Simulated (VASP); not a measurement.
# Zn (Im-3m) in VASP: a series of runs, part 2 of 2

VASP 6.6.1. Earlier steps stand in the parts before.

## (3) Single point, LDA

The input, INCAR:

```
SYSTEM = Zn
PREC = Accurate
ENCUT = 520
EDIFF = 1E-6
ISMEAR = 0
SIGMA = 0.02
LREAL = .FALSE.
LASPH = .TRUE.
NELM = 100
ALGO = Normal
ISIF = 2
LWAVE = .FALSE.
LCHARG = .FALSE.
NBANDS = 12
```

The input, KPOINTS:

```
regular mesh
0
G
  12 12 12
  0 0 0
```

The input, POSCAR:

```
Zn
1.0
   -1.5690370000      1.5690370000      1.5690370000
    1.5690370000     -1.5690370000      1.5690370000
    1.5690370000      1.5690370000     -1.5690370000
Zn
1
Direct
    0.0000000000      0.0000000000      0.0000000000
```

Potentials or basis: VASP PAW LDA potentials, release 64 (Zn).

Command:

```
cat potpaw_LDA.64/Zn/POTCAR > POTCAR
mpirun -np 1 vasp_std > vasp.out
```

OUTCAR:

```text
SYSTEM = Zn
   PREC = Accurate
   ENCUT = 520
   EDIFF = 1E-6
   ISMEAR = 0
   LREAL = .FALSE.
   LASPH = .TRUE.
   NELM = 100
   ISIF = 2

 ion  position               nearest neighbor table
   1  0.000  0.000  0.000-

  LATTYP: Found a body centered cubic cell.
 ALAT       =     3.1380740000

  Lattice vectors:

 A1 = (  -1.5690370000,   1.5690370000,   1.5690370000)
 A2 = (   1.5690370000,  -1.5690370000,   1.5690370000)
 A3 = (   1.5690370000,   1.5690370000,  -1.5690370000)

Analysis of symmetry for initial positions (statically):
=====================================================================
 Subroutine PRICEL returns:
 Original cell was already a primitive cell.

 Routine SETGRP: Setting up the symmetry group for a
 body centered cubic supercell.

 Subroutine GETGRP returns: Found 48 space group operations
 (whereof 48 operations were pure point group operations)
 out of a pool of 48 trial point group operations.

The static configuration has the point symmetry O_h .

Analysis of symmetry for dynamics (positions and initial velocities):
=====================================================================
 Subroutine PRICEL returns:
 Original cell was already a primitive cell.

 Routine SETGRP: Setting up the symmetry group for a
 body centered cubic supercell.

 Subroutine GETGRP returns: Found 48 space group operations
 (whereof 48 operations were pure point group operations)
 out of a pool of 48 trial point group operations.

The dynamic configuration has the point symmetry O_h .

 Subroutine INISYM returns: Found 48 space group operations
 (whereof 48 operations are pure point group operations),
 and found     1 'primitive' translations

----------------------------------------------------------------------------------------

                                     Primitive cell

  volume of cell :      15.4511
[... 107 lines left out ...]
     AMIX_MAG =   1.60;   BMIX_MAG =  1.00
  volume/ion in A,a.u.               =      15.45       104.27
  Fermi-wavevector in a.u.,A,eV,Ry     =   1.504811  2.843681 30.809811  2.264457
  Thomas-Fermi vector in A             =   2.615742
   LORBIT       =      0    0 simple, 1 ext, 2 COOP (PROOUT), +10 PAW based schemes
   GGA     = CA    functional components
   LHFCALC =     F    Hartree Fock is set to
   AEXX    =    0.0000 exact exchange contribution
   IVDW    =     0    specifies the selected vdW correction
   LEPSILON=     F    determine dielectric tensor
   LRPA    =     F    only Hartree local field effects (RPA)
 non-spin polarized calculation
 Gauss-broadening in eV      SIGMA  =   0.02
  energy-cutoff  :      520.00
  volume of cell :       15.45
 maximum number of plane-waves:       430
   NGX = 11   NGY = 11   NGZ = 11

 number of electron      12.0000023 magnetization

 Free energy of the ion-electron system (eV)
  ---------------------------------------------------
  ext. energy  EPLUGINS =         0.00000000
  ---------------------------------------------------
  free energy    TOTEN  =        -1.72154466 eV

  energy without entropy =       -1.72125174  energy(sigma->0) =       -1.72139820

 E-fermi :   2.7562     XC(G=0): -11.8161

 val. band max:        2.7508924273   @ k =   0.4167   0.0833   0.0000
 cond. band min:       2.9078270907   @ k =   0.3333   0.2500   0.0833
 fundamental gap:      0.1569346634
 Fermi energy:         2.7561939144

 k-point     1 :       0.0000    0.0000    0.0000
  band No.  band energies     occupation
      1      -7.4870      2.00000
      2      -4.9821      2.00000
      3      -4.9821      2.00000
      4      -4.9821      2.00000
      5      -4.4783      2.00000
      6      -4.4783      2.00000
      7      21.5750      0.00000
      8      21.5750      0.00000
      9      21.5750      0.00000
     10      23.6938      0.00000
     11      23.6938      0.00000
     12      23.6938      0.00000
[... 331 lines left out ...]
 k-point    24 :       0.4167    0.0833    0.0833
  band No.  band energies     occupation
      1      -5.4797      2.00000
      2      -5.2742      2.00000
      3      -4.4899      2.00000
      4      -4.4454      2.00000
      5      -4.3763      2.00000
      6       0.9101      2.00000
      7       2.0767      2.00000
      8      11.2741      0.00000
      9      12.0906      0.00000
     10      22.3337      0.00000
     11      23.0567      0.00000
     12      30.9057      0.00000

 [... further k-points ...]
[... 5 lines left out ...]
  --------------------------------------------------------------------------------------
  -------------------------------------------------------------------------------------
  Total       -0.7579370     -0.7579370     -0.7579370     -0.0000000     -0.0000000     -0.0000000
  in kB      -78.5930486    -78.5930486    -78.5930486     -0.0000000     -0.0000000     -0.0000000
  external PRESSURE =     -78.5930486 kB  Pullay stress =       0.0000000 kB

 VOLUME and BASIS-vectors are now :
 -----------------------------------------------------------------------------
  energy-cutoff  :      520.00
  volume of cell :       15.45
      direct lattice vectors                 reciprocal lattice vectors
    -1.569037000  1.569037000  1.569037000     0.000000000  0.318666800  0.318666800
     1.569037000 -1.569037000  1.569037000     0.318666800  0.000000000  0.318666800
     1.569037000  1.569037000 -1.569037000     0.318666800  0.318666800  0.000000000

 POSITION                                       TOTAL-FORCE (eV/Angst)
 -----------------------------------------------------------------------------------
      0.00000      0.00000      0.00000         0.000000     -0.000000     -0.000000
 -----------------------------------------------------------------------------------
    total drift:                                0.000000     -0.000000      0.000000

  FREE ENERGIE OF THE ION-ELECTRON SYSTEM (eV)
  ---------------------------------------------------
  free  energy   TOTEN  =        -1.7215446629 eV

  energy  without entropy=       -1.7212517371  energy(sigma->0) =       -1.72139820
```

stdout:

```text
POSCAR found type information on POSCAR Zn
 POSCAR found :  1 types and       1 ions
 scaLAPACK will be used
 LDA part: xc-table for (Slater(with rela. corr.)+CA(PZ))
 , standard interpolation
 POSCAR, INCAR and KPOINTS ok, starting setup
 FFT: planning ... GRIDC
 FFT: planning ... GRID_SOFT
 FFT: planning ... GRID
 WAVECAR not read
 entering main loop
```

Wall time 6.8 s (1 thread of AMD EPYC 7R43 (Zen 3), shared host); peak memory 0.09 GiB.

Results:

```
Free energy            : -1.7215 eV
Pressure               : -7.9 GPa
Band gap on the k mesh : zero (band 6 reaches 6.98 eV, above the bottom of band 7 at 1.80 eV)
```
